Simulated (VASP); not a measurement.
# MgB2 (P6/mmm) in VASP: settings compared

Aim: see how the results for MgB2 move with the level of theory and the settings. Levels: LDA, PBEsol, PBE, r2SCAN. Tasks: single point.

Everything below comes from runs of VASP 6.6.1. Logs are shortened: lines on timing, memory, paths and dates and some standing lists are left out, and cuts for length are marked.

### 1 The cell of the first run

Symmetry: P6/mmm, No. 191, hexagonal system. Conventional cell: a = 3.038 Å, b = 3.038 Å, c = 3.450 Å, α = 90.00°, β = 90.00°, γ = 120.00°. Mg (site symmetry 6/mmm) has 12 B at 2.46 Å and 6 Mg at 3.04 Å within 3.2 Å. B (site symmetry -6m2) has 3 B at 1.75 Å within 2.3 Å.

### 2 Single point, LDA

Input file INCAR:

```
SYSTEM = MgB2
  ALGO = Normal
  EDIFF = 1E-6
  ENCUT = 520
  GGA = CA
  ISIF = 2
  ISMEAR = -1
  LASPH = .TRUE.
  LCHARG = .TRUE.
  LELF = .TRUE.
  LREAL = .FALSE.
  LVHAR = .TRUE.
  LWAVE = .FALSE.
  NBANDS = 11
  NELM = 60
  PREC = Accurate
  SIGMA = 0.1
```

Input file KPOINTS:

```
k-points
0
G
  12 12 9
  0 0 0
```

Input file POSCAR:

```
MgB2
1.0
    3.0378255671      0.0000000000      0.0000000000
   -1.5189127835      2.6308341133      0.0000000000
    0.0000000000      0.0000000000      3.4502110701
Mg B
1 2
Direct
    0.0000000000      0.0000000000      0.0000000000
    0.3333333333      0.6666666667      0.5000000000
    0.6666666667      0.3333333333      0.5000000000
```

Potentials or basis: VASP PAW LDA potentials, release 64 (Mg, B).

Started as:

```console
> cat potpaw_LDA.64/Mg/POTCAR potpaw_LDA.64/B/POTCAR > POTCAR
> mpirun -np 1 vasp_std > vasp.out
```

OUTCAR:

```text
SYSTEM = MgB2
   EDIFF = 1E-6
   ENCUT = 520
   GGA = CA
   ISIF = 2
   ISMEAR = -1
   LASPH = .TRUE.
   LREAL = .FALSE.
   NELM = 60
   PREC = Accurate

 ion  position               nearest neighbor table
   1  0.000  0.000  0.000-   2 2.46   3 2.46   2 2.46   3 2.46   2 2.46   2 2.46   3 2.46   3 2.46
                             3 2.46   3 2.46   2 2.46   2 2.46
   2  0.333  0.667  0.500-   3 1.75   3 1.75   3 1.75   1 2.46   1 2.46   1 2.46   1 2.46   1 2.46
                             1 2.46
   3  0.667  0.333  0.500-   2 1.75   2 1.75   2 1.75   1 2.46   1 2.46   1 2.46   1 2.46   1 2.46
                             1 2.46

  LATTYP: Found a hexagonal cell.
 ALAT       =     3.0378255671
 C/A-ratio  =     1.1357502246

  Lattice vectors:

 A1 = (   3.0378255671,   0.0000000000,   0.0000000000)
 A2 = (  -1.5189127835,   2.6308341133,   0.0000000000)
 A3 = (   0.0000000000,   0.0000000000,   3.4502110701)

Analysis of symmetry for initial positions (statically):
=====================================================================
 Subroutine PRICEL returns:
 Original cell was already a primitive cell.

 Routine SETGRP: Setting up the symmetry group for a
 hexagonal supercell.

 Subroutine GETGRP returns: Found 24 space group operations
 (whereof 24 operations were pure point group operations)
 out of a pool of 24 trial point group operations.

The static configuration has the point symmetry D_6h.

Analysis of symmetry for dynamics (positions and initial velocities):
=====================================================================
 Subroutine PRICEL returns:
 Original cell was already a primitive cell.

 Routine SETGRP: Setting up the symmetry group for a
 hexagonal supercell.

 Subroutine GETGRP returns: Found 24 space group operations
 (whereof 24 operations were pure point group operations)
 out of a pool of 24 trial point group operations.

The dynamic configuration has the point symmetry D_6h.

 Subroutine INISYM returns: Found 24 space group operations
 (whereof 24 operations are pure point group operations),
 and found     1 'primitive' translations

----------------------------------------------------------------------------------------

                                     Primitive cell

  volume of cell :      27.5741

  direct lattice vectors                    reciprocal lattice vectors
     3.037825567  0.000000000  0.000000000     0.329182824  0.190053792  0.000000000
    -1.518912784  2.630834113  0.000000000     0.000000000  0.380107584  0.000000000
     0.000000000  0.000000000  3.450211070     0.000000000  0.000000000  0.289837340

  length of vectors
     3.037825567  3.037825567  3.450211070     0.380107584  0.380107584  0.289837340

  position of ions in fractional coordinates (direct lattice)
     0.000000000  0.000000000  0.000000000
     0.333333333  0.666666667  0.500000000
     0.666666667  0.333333333  0.500000000

  ion indices of the primitive-cell ions
   primitive index   ion index
                 1           1
                 2           2
                 3           3

----------------------------------------------------------------------------------------

 KPOINTS: k-points

Automatic generation of k-mesh.
 Grid dimensions read from file:
 generate k-points for:   12   12    9

 Generating k-lattice:

  Cartesian coordinates                     Fractional coordinates (reciprocal lattice)
     0.027431902  0.015837816  0.000000000     0.083333333  0.000000000  0.000000000
     0.000000000  0.031675632  0.000000000     0.000000000  0.083333333  0.000000000
     0.000000000  0.000000000  0.032204149     0.000000000  0.000000000  0.111111111

  Length of vectors
     0.031675632  0.031675632  0.032204149

  Shift w.r.t. Gamma in fractional coordinates (k-lattice)
     0.000000000  0.000000000  0.000000000

 Subroutine IBZKPT returns following result:
 ===========================================

 Found     95 irreducible k-points:

 Following reciprocal coordinates:
            Coordinates               Weight
  0.000000  0.000000  0.000000      1.000000
  0.083333 -0.000000  0.000000      6.000000
  0.166667  0.000000  0.000000      6.000000
  0.250000  0.000000  0.000000      6.000000
  0.333333 -0.000000  0.000000      6.000000
  0.416667 -0.000000  0.000000      6.000000
[... 16 lines left out ...]
  0.250000  0.000000  0.111111     12.000000
  0.333333 -0.000000  0.111111     12.000000
 [... further k-points ...]
   k-points           NKPTS =     95   k-points in BZ     NKDIM =     95   number of bands    NBANDS=     11
   number of dos      NEDOS =    301   number of ions     NIONS =      3
   total plane-waves  NPLWV =  16128
   dimension x,y,z NGX =    24 NGY =   24 NGZ =   28
   dimension x,y,z NGXF=    48 NGYF=   48 NGZF=   56
   ions per type =               1   2
   NGX,Y,Z   is equivalent  to a cutoff of  13.13, 13.13, 13.49 a.u.
   NGXF,Y,Z  is equivalent  to a cutoff of  26.27, 26.27, 26.98 a.u.
 SYSTEM =  MgB2
   PREC   = accura    normal or accurate (medium, high low for compatibility)
   ISTART =      0    job   : 0-new  1-cont  2-samecut
   ICHARG =      2    charge: 1-file 2-atom 10-const
   ISPIN  =      1    spin polarized calculation?
   LNONCOLLINEAR =      F non collinear calculations
   LSORBIT =      F    spin-orbit coupling
   LASPH  =      T    aspherical Exc in radial PAW
   ENCUT  =  520.0 eV  38.22 Ry    6.18 a.u.   5.65  5.65  6.42*2*pi/ulx,y,z
   NELM   =     60;   NELMIN=  2; NELMDL= -5     # of ELM steps
   EDIFF  = 0.1E-05   stopping-criterion for ELM
   LREAL  =      F    real-space projection
   EDIFFG = 0.1E-04   stopping-criterion for IOM
   NSW    =      0    number of steps for IOM
   IBRION =     -1    ionic relax: 0-MD 1-quasi-New 2-CG
   NFREE  =      0    steps in history (QN), initial steepest desc. (CG)
   ISIF   =      2    stress and relaxation
   ISYM   =      2    0-nonsym 1-usesym 2-fastsym
   POTIM  = 0.5000    time-step for ionic-motion
   TEBEG  =    0.0;   TEEND  =   0.0 temperature during run
   PSTRESS=    0.0 pullay stress
   NELECT =       8.0000    total number of electrons
   NUPDOWN=      -1.0000    fix difference up-down
   EMIN   =  10.00;   EMAX   =-10.00  energy-range for DOS
   EFERMI =   0.00;   METHOD = LEGACY
   ISMEAR =    -1;   SIGMA  =   0.10  broadening in eV -4-tet -1-fermi 0-gaus
   EFERMI_NEDOS =   21; number of points for ismear=-14 and -15
   IALGO  =     38    algorithm
   IMIX   =      4    mixing-type and parameters
     AMIX     =   0.40;   BMIX     =  1.00
     AMIX_MAG =   1.60;   BMIX_MAG =  1.00
  volume/ion in A,a.u.               =       9.19        62.03
  Fermi-wavevector in a.u.,A,eV,Ry     =   1.083771  2.048030 15.980852  1.174559
  Thomas-Fermi vector in A             =   2.219845
   LORBIT       =      0    0 simple, 1 ext, 2 COOP (PROOUT), +10 PAW based schemes
   GGA     = CA    functional components
   LHFCALC =     F    Hartree Fock is set to
   AEXX    =    0.0000 exact exchange contribution
   IVDW    =     0    specifies the selected vdW correction
   LEPSILON=     F    determine dielectric tensor
   LRPA    =     F    only Hartree local field effects (RPA)
 non-spin polarized calculation
  energy-cutoff  :      520.00
  volume of cell :       27.57
 maximum number of plane-waves:       763
 NGX is ok and might be reduce to    24
   NGX = 11   NGY = 11   NGZ = 13

 number of electron       8.0000000 magnetization

 Free energy of the ion-electron system (eV)
  ---------------------------------------------------
  ext. energy  EPLUGINS =         0.00000000
  ---------------------------------------------------
  free energy    TOTEN  =       -17.30070065 eV

  energy without entropy =      -17.28081593  energy(sigma->0) =      -17.29075829

 E-fermi :   5.5548     XC(G=0): -11.3034

 val. band max:        5.5527592382   @ k =   0.2500   0.2500   0.4444
 cond. band min:       5.5610445196   @ k =   0.4167   0.1667   0.1111
 fundamental gap:      0.0082852814
 Fermi energy:         5.5548012381

 k-point     1 :       0.0000    0.0000    0.0000
  band No.  band energies     occupation
      1      -7.0101      2.00000
      2       2.6127      2.00000
      3       5.9423      0.04068
      4       5.9423      0.04068
      5       7.4584      0.00000
      6      12.0202      0.00000
      7      12.0202      0.00000
      8      14.2806      0.00000
      9      15.8207      0.00000
     10      18.6151      0.00000
     11      22.0871      0.00000

 k-point     2 :       0.0833   -0.0000    0.0000
  band No.  band energies     occupation
      1      -6.8867      2.00000
      2       2.7327      2.00000
      3       5.3340      1.80197
      4       5.6488      0.56163
      5       7.5607      0.00000
      6      11.9718      0.00000
      7      12.5642      0.00000
      8      14.4969      0.00000
      9      15.3839      0.00000
     10      19.2104      0.00000
     11      21.5836      0.00000

 k-point     3 :       0.1667    0.0000    0.0000
  band No.  band energies     occupation
      1      -6.5180      2.00000
      2       3.0900      2.00000
      3       3.8978      2.00000
      4       5.0042      1.99191
      5       7.8830      0.00000
      6      11.6605      0.00000
      7      13.9496      0.00000
      8      14.2129      0.00000
      9      15.0144      0.00000
     10      20.6862      0.00000
     11      20.7503      0.00000
[... 267 lines left out ...]
 k-point    23 :       0.2500    0.0000    0.1111
  band No.  band energies     occupation
      1      -5.8016      2.00000
      2       2.2305      2.00000
      3       2.9039      2.00000
      4       4.3673      1.99999
      5       9.3280      0.00000
      6      11.2795      0.00000
      7      12.0409      0.00000
      8      15.8529      0.00000
      9      15.8639      0.00000
     10      19.0883      0.00000
     11      19.1033      0.00000

 k-point    24 :       0.3333   -0.0000    0.1111
  band No.  band energies     occupation
      1      -4.9637      2.00000
      2       0.5119      2.00000
      3       3.7006      2.00000
      4       3.8245      2.00000
      5       9.4792      0.00000
      6      10.4146      0.00000
      7      11.3951      0.00000
      8      15.3487      0.00000
      9      17.7855      0.00000
     10      18.6270      0.00000
     11      18.7057      0.00000

 [... further k-points ...]

------------------------ aborting loop because EDIFF is reached ----------------------------------------

  FORCE on cell =-STRESS in cart. coord.  units (eV):
  Direction    XX          YY          ZZ          XY          YZ          ZX
  --------------------------------------------------------------------------------------
  -------------------------------------------------------------------------------------
  Total       -0.1062683     -0.1062683     -0.1339513     -0.0000000      0.0000000      0.0000000
  in kB       -6.1746477     -6.1746477     -7.7831554     -0.0000000      0.0000000      0.0000000
  external PRESSURE =      -6.7108169 kB  Pullay stress =       0.0000000 kB

 VOLUME and BASIS-vectors are now :
 -----------------------------------------------------------------------------
  energy-cutoff  :      520.00
  volume of cell :       27.57
      direct lattice vectors                 reciprocal lattice vectors
     3.037825567  0.000000000  0.000000000     0.329182824  0.190053792  0.000000000
    -1.518912784  2.630834113  0.000000000     0.000000000  0.380107584  0.000000000
     0.000000000  0.000000000  3.450211070     0.000000000  0.000000000  0.289837340

 POSITION                                       TOTAL-FORCE (eV/Angst)
 -----------------------------------------------------------------------------------
      0.00000      0.00000      0.00000         0.000000     -0.000000      0.000000
     -0.00000      1.75389      1.72511         0.000000      0.000000      0.000000
      1.51891      0.87694      1.72511        -0.000000      0.000000      0.000000
 -----------------------------------------------------------------------------------
    total drift:                                0.000000     -0.000000      0.000000

  FREE ENERGIE OF THE ION-ELECTRON SYSTEM (eV)
  ---------------------------------------------------
  free  energy   TOTEN  =       -17.3007006521 eV

  energy  without entropy=      -17.2808159279  energy(sigma->0) =      -17.29075829
```

Wall time 12 s (1 thread of AMD EPYC 9R45 (Zen 5), shared host); peak memory 0.12 GiB.

What came out:

```
Free energy            : -17.3007 eV
Pressure               : -0.7 GPa
Band gap on the k mesh : zero (band 4 reaches 7.45 eV, above the bottom of band 5 at 3.58 eV)
```

Levels at points of the mesh, in eV from the Fermi level:
```
           k point  band 1  band 2  band 3  band 4  band 5  band 6  band 7  band 8
(0.00, 0.00, 0.00)  -12.56   -2.94    0.39    0.39    1.90    6.47    6.47    8.73
(0.50, 0.00, 0.00)   -8.54   -7.96   -2.22    0.26    3.24    4.02    5.67    7.57
```

### 3 Single point, PBEsol

This run uses another cell than the first one, of 9.47 Å³/atom, 1.031 times its volume.

Input file INCAR:

```
SYSTEM = MgB2
PREC = Accurate ; ENCUT = 520
EDIFF = 1E-6 ; ISMEAR = -1
SIGMA = 0.1 ; LREAL = .FALSE.
LASPH = .TRUE. ; NELM = 100
ALGO = Normal ; ISIF = 2
LWAVE = .FALSE. ; LCHARG = .FALSE.
GGA = PS ; NBANDS = 11
```

Input file KPOINTS:

```
regular mesh
0
G
  12 12 9
  0 0 0
```

Input file POSCAR:

```
MgB2
1.0
    3.0654633017      0.0000000000      0.0000000000
   -1.5327316508      2.6547690936      0.0000000000
    0.0000000000      0.0000000000      3.4922863547
Mg B
1 2
Direct
    0.0000000000      0.0000000000      0.0000000000
    0.3333333333      0.6666666667      0.5000000000
    0.6666666667      0.3333333333      0.5000000000
```

Potentials or basis: VASP PAW PBE potentials, release 64 (Mg, B).

Started as:

```console
> cat potpaw_PBE.64/Mg/POTCAR potpaw_PBE.64/B/POTCAR > POTCAR
> mpirun -np 1 vasp_std > vasp.out
```

Run time: 12 s. Hardware: 1 thread of AMD EPYC 9R45 (Zen 5), shared host; peak memory 0.13 GiB.

It converged, with:

* Free energy: -16.2363 eV
* Pressure: 0.0 GPa
* Band gap on the k mesh: zero (band 4 reaches 7.18 eV, above the bottom of band 5 at 3.38 eV)

Stress tensor (GPa, compression positive):
```
 0.07  0.00  0.00
 0.00  0.07  0.00
 0.00  0.00 -0.16
```

Levels at points of the mesh, in eV from the Fermi level:
```csv
k point,band 2,band 3,band 4,band 5,band 6,band 7
"(0.00, 0.00, 0.00)",-2.93,0.40,0.40,1.75,6.37,6.37
"(0.50, 0.00, 0.00)",-7.90,-2.18,0.25,3.16,3.90,5.46
```

Caveat: the PAW data sets were made with another functional, which shifts forces and pressure a little.

(Part 1 of 3 ends here.)
